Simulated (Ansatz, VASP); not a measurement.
# One calculation of ScSn3Se, two programs

Contents of INCAR:

```
SYSTEM = ScSn3Se
PREC = Accurate ; ENCUT = 520
EDIFF = 1E-6 ; ISMEAR = 0
SIGMA = 0.1 ; LREAL = .FALSE.
LASPH = .TRUE. ; NELM = 60
ALGO = Normal ; ISIF = 2
LWAVE = .FALSE. ; LCHARG = .TRUE.
GGA = PE ; LELF = .TRUE.
LVHAR = .TRUE. ; NBANDS = 38
```

The input KPOINTS:

```
regular mesh
0
G
  4 4 4
  0 0 0
```

Contents of POSCAR:

```
ScSn3Se
1.0
    5.4399625400      0.0000000000      0.0000000000
    0.0000000000      5.4399625400      0.0000000000
    0.0000000000      0.0000000000      5.4399625400
Sc Sn Se
1 3 1
Direct
    0.0000000000      0.0000000000      0.0000000000
    0.5000000000      0.0000000000      0.0000000000
    0.0000000000      0.5000000000      0.0000000000
    0.0000000000      0.0000000000      0.5000000000
    0.5000000000      0.5000000000      0.5000000000
```

Input for Ansatz:

```yaml
crystal:
  lattice:
    - [5.43996254, 0.0, 0.0]
    - [0.0, 5.43996254, 0.0]
    - [0.0, 0.0, 5.43996254]
  atoms:
    - { symbol: Sc, position: [0.0, 0.0, 0.0] }
    - { symbol: Sn, position: [0.5, 0.0, 0.0] }
    - { symbol: Sn, position: [0.0, 0.5, 0.0] }
    - { symbol: Sn, position: [0.0, 0.0, 0.5] }
    - { symbol: Se, position: [0.5, 0.5, 0.5] }
basis:
  ecutwfc: 420
kpoints:
  mp_grid: { grid: [4, 4, 4] }
hamiltonian:
  xc: pbe
scf:
  occupations: { method: gaussian, width: 0.1 }
  lower_state_search: "off"
output:
  forces: true
  stress: true
  eigenvalues: true
```

Alike in both runs: task single point; functional PBE; k mesh 4 × 4 × 4; occupations gaussian, width 0.1 eV; no spin polarisation.

|  | VASP | Ansatz |
| --- | --- | --- |
| version | VASP 6.6.1 | Ansatz 0.2.0 |
| potentials or method | VASP PAW PBE potentials, release 64 (Sc_sv, Sn_d, Se), cutoff 520 eV | scalar-relativistic, plane waves, PAW |
| valence electrons in the cell | 59 | 69 |

```tsv
	VASP	Ansatz	Ansatz less VASP
gap on the k mesh at the Fermi level (eV)	none	none	-
pressure (GPa)	2.3	2.4	+0.01
```

A gap of «none» marks a metal or a gap that the smearing closes. The functional is the same, so the differences come from potentials, cutoffs and numerics. VASP's potentials hold 59 valence electrons a cell and Ansatz's 69, so a difference there can come from the potentials and not from the codes.
